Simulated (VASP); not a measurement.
# B2O (P-3m1) in VASP: a series of runs, part 2 of 2

VASP 6.6.1. The steps go on from the part before.

### Step 3. Single point, PBE+D3(BJ) (volume 9.776 Å^3 an atom, c/a of the conventional cell 3.8018)

The input, INCAR:

```
  PREC = Accurate
  ENCUT = 520
  EDIFF = 1E-7
  ISMEAR = 0
  SIGMA = 0.15
  LREAL = F
  LASPH = T
  NELM = 100
  ALGO = Normal
  ISIF = 2
  LWAVE = F
  LCHARG = F
  GGA = PE
  IVDW = 12
  NBANDS = 21
```

The input, KPOINTS:

```
Automatic mesh
0
Gamma
  21 21 6
```

The input, POSCAR:

```
B2O
1.0
    2.6117563859      0.0000000000      0.0000000000
   -1.3058781930      2.2618473787      0.0000000000
    0.0000000000      0.0000000000      9.9292508120
B O
4 2
Direct
    0.0000000000      0.0000000000      0.4099026039
    0.0000000000      0.0000000000      0.5900973961
    0.6666666667      0.3333333333      0.0293462865
    0.3333333333      0.6666666667      0.9706537135
    0.6666666667      0.3333333333      0.3525784977
    0.3333333333      0.6666666667      0.6474215023
```

Potentials or basis: VASP PAW PBE potentials, release 64 (B, O).

Launch:

```
cat potpaw_PBE.64/B/POTCAR potpaw_PBE.64/O/POTCAR > POTCAR
mpirun -np 1 vasp_std > vasp.out
```

OUTCAR:

```text
PREC = Accurate
   ENCUT = 520
   EDIFF = 1E-7
   ISMEAR = 0
   LREAL = F
   LASPH = T
   NELM = 100
   ISIF = 2
   GGA = PE
   IVDW = 12
 IVDW          = 12

 ion  position               nearest neighbor table
   1  0.000  0.000  0.410-   5 1.61   5 1.61   5 1.61   2 1.79
   2  0.000  0.000  0.590-   6 1.61   6 1.61   6 1.61   1 1.79
   3  0.667  0.333  0.029-   4 1.62   4 1.62   4 1.62
   4  0.333  0.667  0.971-   3 1.62   3 1.62   3 1.62
   5  0.667  0.333  0.353-   1 1.61   1 1.61   1 1.61
   6  0.333  0.667  0.647-   2 1.61   2 1.61   2 1.61

  LATTYP: Found a hexagonal cell.
 ALAT       =     2.6117563859
 C/A-ratio  =     3.8017522865

  Lattice vectors:

 A1 = (   2.6117563859,   0.0000000000,   0.0000000000)
 A2 = (  -1.3058781930,   2.2618473787,   0.0000000000)
 A3 = (   0.0000000000,   0.0000000000,   9.9292508120)

Analysis of symmetry for initial positions (statically):
=====================================================================
 Subroutine PRICEL returns:
 Original cell was already a primitive cell.
[... 181 lines left out ...]
 cond. band min:       3.8158392083   @ k =   0.2381   0.2381   0.5000
 fundamental gap:      0.0491991683
 Fermi energy:         3.8037767919

 k-point     1 :       0.0000    0.0000    0.0000
  band No.  band energies     occupation
      1     -19.8995      2.00000
      2     -19.4416      2.00000
      3      -8.6330      2.00000
      4      -6.9146      2.00000
      5      -2.8492      2.00000
      6      -1.9100      2.00000
[... 565 lines left out ...]
     20      13.2930      0.00000
     21      13.7102      0.00000

 [... further k-points ...]

------------------------ aborting loop because EDIFF is reached ----------------------------------------

 Edisp (eV)   -0.73888

 E8    (eV) :    -0.2257

  FORCE on cell =-STRESS in cart. coord.  units (eV):
  Direction    XX          YY          ZZ          XY          YZ          ZX
  --------------------------------------------------------------------------------------
  -------------------------------------------------------------------------------------
  Total      -4.89377    -4.89377    -2.81247     0.00000     0.00000    -0.00000
  in kB    -133.67250  -133.67250   -76.82199     0.00000     0.00000    -0.00000
  external pressure =     -114.72 kB  Pullay stress =        0.00 kB

 VOLUME and BASIS-vectors are now :
 -----------------------------------------------------------------------------
  energy-cutoff  :      520.00
  volume of cell :       58.66
      direct lattice vectors                 reciprocal lattice vectors
     2.611756386  0.000000000  0.000000000     0.382884103  0.221058240  0.000000000
    -1.305878193  2.261847379  0.000000000     0.000000000  0.442116479  0.000000000
     0.000000000  0.000000000  9.929250812     0.000000000  0.000000000  0.100712533

 POSITION                                       TOTAL-FORCE (eV/Angst)
 -----------------------------------------------------------------------------------
      0.00000      0.00000      4.07003         0.000000      0.000000      0.147581
      0.00000      0.00000      5.85923        -0.000000      0.000000     -0.147581
      1.30588      0.75395      0.29139         0.000000      0.000000     -0.972766
     -0.00000      1.50790      9.63786         0.000000     -0.000000      0.972766
      1.30588      0.75395      3.50084         0.000000     -0.000000      0.606344
     -0.00000      1.50790      6.42841        -0.000000      0.000000     -0.606344
 -----------------------------------------------------------------------------------
    total drift:                                0.000000     -0.000000      0.000000

  FREE ENERGIE OF THE ION-ELECTRON SYSTEM (eV)
  ---------------------------------------------------
  free  energy   TOTEN  =       -40.2120636451 eV

  energy  without entropy=      -40.1973301882  energy(sigma->0) =      -40.20469692
```

OSZICAR:

```text
N       E                     dE             d eps       ncg     rms          rms(c)
DAV:   1     0.842441640855E+02    0.84244E+02   -0.12155E+04 11172   0.104E+03
DAV:   2    -0.365765779410E+02   -0.12082E+03   -0.11632E+03 14265   0.229E+02
DAV:   3    -0.425049273055E+02   -0.59283E+01   -0.58575E+01 15011   0.473E+01
DAV:   4    -0.425516281992E+02   -0.46701E-01   -0.46663E-01 14730   0.457E+00
DAV:   5    -0.425520215315E+02   -0.39333E-03   -0.39327E-03 14516   0.399E-01    0.962E+00
DAV:   6    -0.398466413088E+02    0.27054E+01   -0.60044E+00 13397   0.126E+01    0.441E+00
DAV:   7    -0.395022231165E+02    0.34442E+00   -0.83532E-01 13367   0.471E+00    0.200E+00
DAV:   8    -0.394729331977E+02    0.29290E-01   -0.15128E-01 14210   0.204E+00    0.616E-01
DAV:   9    -0.394739869782E+02   -0.10538E-02   -0.13754E-02 13957   0.713E-01    0.115E-01
DAV:  10    -0.394736939901E+02    0.29299E-03   -0.75656E-04 15191   0.190E-01    0.542E-02
DAV:  11    -0.394733086887E+02    0.38530E-03   -0.80050E-04 14897   0.165E-01    0.244E-02
DAV:  12    -0.394732366642E+02    0.72025E-04   -0.11340E-04 14501   0.579E-02    0.186E-02
DAV:  13    -0.394731787603E+02    0.57904E-04   -0.11910E-04 15382   0.632E-02    0.553E-03
DAV:  14    -0.394731810894E+02   -0.23291E-05   -0.10277E-05 12756   0.160E-02    0.227E-03
DAV:  15    -0.394731807789E+02    0.31050E-06   -0.39291E-06 14905   0.109E-02    0.699E-04
DAV:  16    -0.394731808146E+02   -0.35777E-07   -0.18375E-07 11919   0.265E-03
   1 F= -.40212064E+02 E0= -.40204697E+02  d E =-.147335E-01
```

stdout:

```text
POSCAR found type information on POSCAR B O
 POSCAR found :  2 types and       6 ions
 scaLAPACK will be used
 LDA part: xc-table for (Slater+PW92), standard interpolation
 POSCAR, INCAR and KPOINTS ok, starting setup
 FFT: planning ... GRIDC
 FFT: planning ... GRID_SOFT
 FFT: planning ... GRID
 WAVECAR not read
 entering main loop
```

Wall time 6.4 min (1 thread of Intel Xeon Platinum 8259CL at 2.50GHz (Skylake/Cascade Lake), shared host); peak memory 0.36 GiB.

What came out:

- Free energy: -40.2121 eV
- Pressure: -11.5 GPa
- Largest force: 0.973 eV/Å
- Band gap on the k mesh: zero (band 12 reaches 7.13 eV, above the bottom of band 13 at 2.90 eV)
- Dispersion energy per atom: -0.123 eV

Forces on the atoms (eV/Å):
```
B    0.000  0.000  0.148
B    0.000  0.000 -0.148
B    0.000  0.000 -0.973
B    0.000  0.000  0.973
O    0.000  0.000  0.606
O    0.000  0.000 -0.606
```

Stress tensor (GPa, compression positive):
```
-13.37   0.00   0.00
  0.00 -13.37   0.00
  0.00   0.00  -7.68
```

### Step 4. Single point, PBE+D3(BJ) (volume 10.138 Å^3 an atom, c/a of the conventional cell 3.9577)

The input, INCAR:

```
PREC = Accurate
ENCUT = 520
EDIFF = 1E-7
ISMEAR = 0
SIGMA = 0.15
LREAL = False
LASPH = True
NELM = 80
ALGO = Normal
ISIF = 2
LWAVE = False
LCHARG = False
GGA = PE
IVDW = 12
NBANDS = 21
```

KPOINTS is that of step 3.

POSCAR: that of step 3 with these lines changed.

```diff
@@ -2,5 +2,5 @@
 1.0
-    2.6117563859      0.0000000000      0.0000000000
-   -1.3058781930      2.2618473787      0.0000000000
-    0.0000000000      0.0000000000      9.9292508120
+    2.6084149353      0.0000000000      0.0000000000
+   -1.3042074676      2.2589535975      0.0000000000
+    0.0000000000      0.0000000000     10.3233237893
 B O
```

Launch:

```
cat potpaw_PBE.64/B/POTCAR potpaw_PBE.64/O/POTCAR > POTCAR
mpirun -np 1 vasp_std > vasp.out
```

Run time: 6 min. Hardware: 1 thread of Intel Xeon Platinum 8259CL at 2.50GHz (Skylake/Cascade Lake), shared host; peak memory 0.37 GiB.

It converged, with:

```
Free energy                : -40.0760 eV
Pressure                   : -13.6 GPa
Largest force              : 1.088 eV/Å
Band gap on the k mesh     : zero (band 12 reaches 6.63 eV, above the bottom of band 13 at 2.61 eV)
Dispersion energy per atom : -0.119 eV
```

Forces on the atoms (eV/Å):
```
B    0.000  0.000  0.333
B    0.000  0.000 -0.333
B    0.000  0.000 -1.031
B    0.000  0.000  1.031
O    0.000  0.000  1.088
O    0.000  0.000 -1.088
```

Stress tensor (GPa, compression positive):
```
-13.91   0.00   0.00
  0.00 -13.91   0.00
  0.00   0.00 -12.92
```

Levels at points of the mesh, in eV from the Fermi level:
| k point | band 8 | band 9 | band 10 | band 11 | band 12 | band 13 | band 14 | band 15 | band 16 | band 17 |
| --- | --- | --- | --- | --- | --- | --- | --- | --- | --- | --- |
| (0.00, 0.00, 0.00) | -5.54 | -5.54 | -4.28 | -2.43 | 3.06 | 3.21 | 3.52 | 3.52 | 4.31 | 5.68 |
| (0.00, 0.00, 0.50) | -5.54 | -5.54 | -4.54 | -2.18 | 2.52 | 3.52 | 3.52 | 3.92 | 4.04 | 5.68 |

Caveat: forces of over 1 eV/Å act on the atoms, so gaps and moduli don't describe the material at rest.

### Step 5. Single point, PBE+D3(BJ) (volume 10.138 Å^3 an atom, c/a of the conventional cell 3.3699)

The input, INCAR:

```
  ALGO = Normal
  EDIFF = 1E-7
  ENCUT = 520
  GGA = PE
  ISIF = 2
  ISMEAR = 0
  IVDW = 12
  LASPH = T
  LCHARG = F
  LREAL = F
  LWAVE = F
  NBANDS = 21
  NELM = 80
  PREC = Accurate
  SIGMA = 0.15
```

The input, KPOINTS:

```
k-points
0
Gamma
  21 21 6
```

POSCAR: that of step 4 with these lines changed.

```diff
@@ -2,5 +2,5 @@
 1.0
-    2.6084149353      0.0000000000      0.0000000000
-   -1.3042074676      2.2589535975      0.0000000000
-    0.0000000000      0.0000000000     10.3233237893
+    2.7520223967      0.0000000000      0.0000000000
+   -1.3760111984      2.3833213074      0.0000000000
+    0.0000000000      0.0000000000      9.2740402748
 B O
```

Launch:

```
cat potpaw_PBE.64/B/POTCAR potpaw_PBE.64/O/POTCAR > POTCAR
mpirun -np 1 vasp_std > vasp.out
```

Wall time 6.8 min (1 thread of Intel Xeon Platinum 8259CL at 2.50GHz (Skylake/Cascade Lake), shared host); peak memory 0.38 GiB.

It converged, with:

```
Free energy                : -39.4582 eV
Pressure                   : -19.9 GPa
Largest force              : 2.078 eV/Å
Band gap on the k mesh     : zero (band 12 reaches 5.71 eV, above the bottom of band 13 at 2.66 eV)
Dispersion energy per atom : -0.122 eV
```

Forces in eV/Å, atoms in the order of the input:
```
B    0.000  0.000 -0.953
B    0.000  0.000  0.953
B    0.000  0.000 -2.078
B    0.000  0.000  2.078
O    0.000  0.000  0.204
O    0.000  0.000 -0.204
```

Stress tensor (GPa, compression positive):
```
-29.76   0.00   0.00
  0.00 -29.76   0.00
  0.00   0.00  -0.09
```

Levels at points of the mesh, in eV from the Fermi level:
| k point | band 8 | band 9 | band 10 | band 11 | band 12 | band 13 | band 14 | band 15 | band 16 | band 17 |
| --- | --- | --- | --- | --- | --- | --- | --- | --- | --- | --- |
| (0.00, 0.00, 0.00) | -5.40 | -5.40 | -3.06 | -1.93 | 2.06 | 2.85 | 2.91 | 2.91 | 4.53 | 4.53 |
| (0.00, 0.00, 0.50) | -5.40 | -5.38 | -3.80 | -1.37 | 1.88 | 2.91 | 2.91 | 2.96 | 4.53 | 4.53 |

Caveat: forces of over 1 eV/Å act on the atoms, so gaps and moduli don't describe the material at rest.

### Step 6. Single point, PBE+D3(BJ) (volume 10.138 Å^3 an atom, c/a of the conventional cell 4.2890)

The input, INCAR:

```
SYSTEM = B2O
  PREC = Accurate
  ENCUT = 520
  EDIFF = 1E-6
  ISMEAR = 0
  SIGMA = 0.15
  LREAL = .False.
  LASPH = .True.
  NELM = 60
  ALGO = Normal
  ISIF = 2
  LWAVE = .False.
  LCHARG = .False.
  GGA = PE
  IVDW = 12
  NBANDS = 21
```

The input, KPOINTS:

```
Automatic mesh
0
Gamma
  21 21 6
  0 0 0
```

POSCAR: that of step 5 with these lines changed.

```diff
@@ -2,5 +2,5 @@
 1.0
-    2.7520223967      0.0000000000      0.0000000000
-   -1.3760111984      2.3833213074      0.0000000000
-    0.0000000000      0.0000000000      9.2740402748
+    2.5394458298      0.0000000000      0.0000000000
+   -1.2697229149      2.1992246002      0.0000000000
+    0.0000000000      0.0000000000     10.8916831641
 B O
```

Potentials or basis: VASP PAW PBE potentials, release 64 (B, O).

Launch:

```
cat potpaw_PBE.64/B/POTCAR potpaw_PBE.64/O/POTCAR > POTCAR
mpirun -np 1 vasp_std > vasp.out
```

Run time: 7.9 min. Hardware: 1 thread of Intel Xeon Platinum 8259CL at 2.50GHz (Skylake/Cascade Lake), shared host; peak memory 0.37 GiB.

Results (log left out):

- Free energy: -39.9509 eV
- Pressure: -8.6 GPa
- Largest force: 1.673 eV/Å
- Band gap on the k mesh: zero (band 12 reaches 6.25 eV, above the bottom of band 13 at 2.72 eV)
- Dispersion energy per atom: -0.120 eV

Forces on the atoms (eV/Å):
```
B    0.000  0.000  0.300
B    0.000  0.000 -0.300
B    0.000  0.000 -0.301
B    0.000  0.000  0.301
O    0.000  0.000  1.673
O    0.000  0.000 -1.673
```

Stress tensor (GPa, compression positive):
```
 -4.15   0.00   0.00
  0.00  -4.15   0.00
  0.00   0.00 -17.51
```

Levels at points of the mesh, in eV from the Fermi level:
```
           k point  band 8  band 9  band 10  band 11  band 12  band 13  band 14  band 15  band 16  band 17
(0.00, 0.00, 0.00)   -5.57   -5.57    -4.86    -2.93     2.43     3.65     3.87     3.87     4.82     6.22
(0.00, 0.00, 0.50)   -5.57   -5.57    -5.01    -2.76     2.11     3.87     3.87     4.07     4.65     6.22
```

Caveat: forces of over 1 eV/Å act on the atoms, so gaps and moduli don't describe the material at rest.

### Step 7. Overview

```tsv
cell	gap on the mesh (eV)	pressure (GPa)	largest force (eV/Å)
a = 2.543, b = 2.543, c = 10.476 Å, angles 90.0, 90.0, 120.0°, 6 atoms	none	-6.8	1.13
a = 2.612, b = 2.612, c = 9.929 Å, angles 90.0, 90.0, 120.0°, 6 atoms	none	-11.5	0.97
a = 2.608, b = 2.608, c = 10.323 Å, angles 90.0, 90.0, 120.0°, 6 atoms	none	-13.6	1.09
a = 2.752, b = 2.752, c = 9.274 Å, angles 90.0, 90.0, 120.0°, 6 atoms	none	-19.9	2.08
a = 2.539, b = 2.539, c = 10.892 Å, angles 90.0, 90.0, 120.0°, 6 atoms	none	-8.6	1.67
```

Alike in all rows: task single point; level PBE+D3(BJ); potentials or basis VASP PAW PBE potentials, release 64 (B, O); no spin polarisation; k mesh 21 × 21 × 6; cutoff (eV) 520; smearing gaussian 0.15 eV.

Caveats: forces of over 1 eV/Å act on the atoms, so gaps and moduli don't describe the material at rest (some runs).

Total energies depend on the potentials used, so only differences within one code and one set of settings carry meaning.
